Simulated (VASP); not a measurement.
Crystal: PtSe2.

```
Pt Se
1.0
     1.92637    1.11219    6.10103
    -1.92637    1.11219    6.10103
     0.00000   -2.22438    6.10103
Pt Se
1 2
Direct
  0.00000 0.00000 0.00000
  0.24780 0.24780 0.24780
  0.75220 0.75220 0.75220
```

| Quantity | Value |
| --- | --- |
| Program | VASP 6.6.1 |
| Task | relaxation of cell and atoms |
| Functional | PBE |
| Dispersion | D3(BJ) |
| Potentials or basis | VASP PAW PBE potentials, release 64 (Pt, Se) |
| Cutoff | 600 eV |
| k mesh | 8 × 8 × 8 |
| Occupations | fermi-dirac, width 0.02 eV |
| Spin | no spin polarisation |

At the start: pressure -15.1 GPa; volume 26.14 Å³/atom.

Q: Where does the relaxation end?

A: Over 17 steps the energy falls by 340.8 meV/atom and the volume is 21.99 Å³/atom (-15.9 %); space group R-3m (No. 166, to 0.1 Å) before and after.

Step by step:
```
step  energy change (eV)  largest force (eV/Å)  pressure (GPa)  volume (Å³)
   1              0.0000                2.3746          -15.08        78.43
   2              0.3149                3.7948           40.87        53.67
   3             -0.9695                0.5028           -0.49        64.87
   4             -0.9720                0.3978            0.41        64.43
   5             -0.9722                0.3329            0.97        64.17
   6             -1.0088                0.1837            0.61        64.70
   7             -1.0210                0.0206            0.20        65.22
   8             -1.0211                0.0292            0.21        65.20
   9             -1.0211                0.0354            0.22        65.18
  10             -1.0214                0.0761           -0.18        65.48
  11             -1.0214                0.0741           -0.16        65.46
  12             -1.0216                0.0649           -0.14        65.52
  13             -1.0221                0.0383           -0.05        65.69
  14             -1.0223                0.0152            0.09        66.03
  15             -1.0224                0.0017            0.05        65.92
  16             -1.0224                0.0065           -0.05        66.00
  17             -1.0224                0.0042            0.00        65.96
```

Final structure:
```
Pt Se
1.0
     1.85464    1.07077    5.53574
    -1.85464    1.07077    5.53574
     0.00000   -2.14155    5.53574
Pt Se
1 2
Direct
  0.00000 0.00000 0.00000
  0.25375 0.25375 0.25375
  0.74625 0.74625 0.74625
```

Caveat: the volume moved by over 15 % at a fixed basis, so the end points are rough.
